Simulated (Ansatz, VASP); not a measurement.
## Two plane-wave programs on EuO

INCAR

```
SYSTEM = EuO
PREC = Accurate ; ENCUT = 600
EDIFF = 1E-6 ; ISMEAR = 0
SIGMA = 0.05 ; LREAL = .FALSE.
LASPH = .TRUE. ; NELM = 200
ALGO = Normal ; ISIF = 2
LWAVE = .FALSE. ; LCHARG = .FALSE.
ISPIN = 2 ; MAGMOM = 7.41 -0.1
LORBIT = 11 ; LMAXMIX = 6
LDAU = .TRUE. ; LDAUTYPE = 2
LDAUL = 3 -1 ; LDAUU = 6 0
LDAUJ = 0 0 ; LDAUPRINT = 1
GGA = PS ; NBANDS = 22
GGA_COMPAT = .FALSE.
```

File KPOINTS:

```
regular mesh
0
G
  8 8 8
  0 0 0
```

File POSCAR:

```
EuO
1.0
    0.0000000000      2.5588445157      2.5588445157
    2.5588445157      0.0000000000      2.5588445157
    2.5588445157      2.5588445157      0.0000000000
Eu O
1 1
Direct
    0.5000000000      0.5000000000      0.5000000000
    0.0000000000      0.0000000000      0.0000000000
```

Input for Ansatz:

```yaml
crystal:
  lattice:
    - [0.0, 2.5588445157, 2.5588445157]
    - [2.5588445157, 0.0, 2.5588445157]
    - [2.5588445157, 2.5588445157, 0.0]
  atoms:
    - { symbol: Eu, position: [0.5, 0.5, 0.5], spin: 7.4 }
    - { symbol: O, position: [0.0, 0.0, 0.0] }
basis:
  ecutwfc: 420
  ecutrho_ratio: 4
kpoints:
  mp_grid: { grid: [8, 8, 8] }
hamiltonian:
  xc: pbesol
  hubbard:
    sites:
      - { species: Eu, l: f, u_eff: 6.0, starting_ns: start.occupation_matrices }
    ns_hold: { iters: 6 }
scf:
  occupations: { method: gaussian, width: 0.05 }
  lower_state_search: "off"
output:
  forces: true
  stress: true
  eigenvalues: true
  populations: true
  hubbard: { sites: [{ species: Eu, l: f }] }
magnetization:
  spin_polarized: true
```

Alike in both runs: task single point; functional PBEsol; k mesh 8 × 8 × 8; occupations gaussian, width 0.05 eV; collinear spin; Hubbard terms Eu f U = 6.0 eV.

|  | VASP | Ansatz |
| --- | --- | --- |
| version | VASP 6.6.1 | Ansatz 0.2.0 |
| potentials or method | VASP PAW PBE potentials, release 64 (Eu, O), cutoff 600 eV | scalar-relativistic, plane waves, PAW |
| valence electrons in the cell | 23 | 23 |

```tsv
	VASP	Ansatz	Ansatz less VASP
pressure (GPa)	-2.5	-1.8	+0.70
net moment per atom (μB)	3.50	3.50	0.000
size of the moment on the site where the two differ most (μB)	0.10	0.09	-0.013
```

VASP's potentials were made for PBE, not for PBEsol. Site moments also hang on the region over which each program counts them. The programs project onto different local orbitals, so the same U acts differently, and such runs can settle in different states.

Neither program's run includes spin-orbit coupling.
